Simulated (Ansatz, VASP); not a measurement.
# CdS: VASP beside Ansatz

```
CELL_PARAMETERS angstrom
4.15469 0.00000 0.00000
-2.07735 3.59807 0.00000
0.00000 0.00000 6.76141
ATOMIC_POSITIONS crystal
Cd 0.33333 0.66667 0.00023
Cd 0.66667 0.33333 0.50023
S 0.33333 0.66667 0.37677
S 0.66667 0.33333 0.87677
```

Change from the starting cell: strained cell.

Alike in both runs: task relaxation of the atoms; functional PBE; k mesh 6 × 6 × 4; occupations gaussian, width 0.02 eV; no spin polarisation.

|  | VASP | Ansatz |
| --- | --- | --- |
| version | VASP 6.6.1 | Ansatz 0.2.0 |
| potentials or method | VASP PAW PBE potentials, release 64 (Cd, S), cutoff 450 eV | scalar-relativistic, plane waves, PAW |
| valence electrons in the cell | 36 | 52 |

```csv
,VASP,Ansatz,Ansatz less VASP
"gap on the k mesh at the Fermi level, each at its own relaxed structure (eV)",1.18,1.18,-0.003
```

VASP's potentials hold 36 valence electrons a cell and Ansatz's 52, so a difference there can come from the potentials and not from the codes. Ansatz's warnings: stress scf threshold loose.
